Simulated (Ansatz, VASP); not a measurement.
# Two plane-wave programs on SnSe

The input INCAR:

```
PREC = Accurate
ENCUT = 520
EDIFF = 1E-7
ISMEAR = 0
SIGMA = 0.05
LREAL = F
LASPH = T
NELM = 80
ALGO = Normal
ISIF = 2
LWAVE = F
LCHARG = T
GGA = CA
LELF = T
LVHAR = T
NBANDS = 17
```

KPOINTS

```
regular mesh
0
Gamma
  10 10 10
```

The input POSCAR:

```
SnSe
1.0
    0.0000000000      3.3076667985      2.3385204266
    3.3076667985      0.0000000000      2.3385204266
    3.3076667985      3.3076667985      0.0000000000
Sn Se
1 1
Direct
    0.0000000000      0.0000000000      0.0000000000
    0.5000000000      0.5000000000      0.5000000000
```

Input for Ansatz:

```yaml
crystal:
  lattice:
    - [0.0, 3.3076667985, 2.3385204266]
    - [3.3076667985, 0.0, 2.3385204266]
    - [3.3076667985, 3.3076667985, 0.0]
  atoms:
    - { symbol: Sn, position: [0.0, 0.0, 0.0] }
    - { symbol: Se, position: [0.5, 0.5, 0.5] }
basis:
  ecutwfc: 420
kpoints:
  mp_grid: { grid: [10, 10, 10] }
hamiltonian:
  xc: lda
scf:
  occupations: { method: gaussian, width: 0.05 }
output:
  forces: true
  stress: true
  eigenvalues: true
```

Alike in both runs: task single point; functional LDA; k mesh 10 × 10 × 10; occupations gaussian, width 0.05 eV; no spin polarisation.

```csv
,VASP,Ansatz
version,VASP 6.6.1,Ansatz 0.2.0
potentials or method,"VASP PAW LDA potentials, release 64 (Sn_d, Se), cutoff 520 eV","scalar-relativistic, plane waves, PAW"
valence electrons in the cell,20,30
```

VASP gave:

| Item | Value |
| --- | --- |
| gap on the k mesh at the Fermi level (eV) | none |
| pressure (GPa) | 17.9 |
| traceless stress, the component that is largest in VASP (GPa) | 42.43 |

Problem. Which values does Ansatz return?

Solution. gap on the k mesh at the Fermi level (eV): none; pressure (GPa): 17.9; traceless stress, the component that is largest in VASP (GPa): 42.32.

LDA's correlation is that of Perdew and Zunger in VASP and of Perdew and Wang (1992) in Ansatz. A gap of «none» marks a metal or a gap that the smearing closes. VASP's potentials hold 20 valence electrons a cell and Ansatz's 30, so a difference there can come from the potentials and not from the codes.
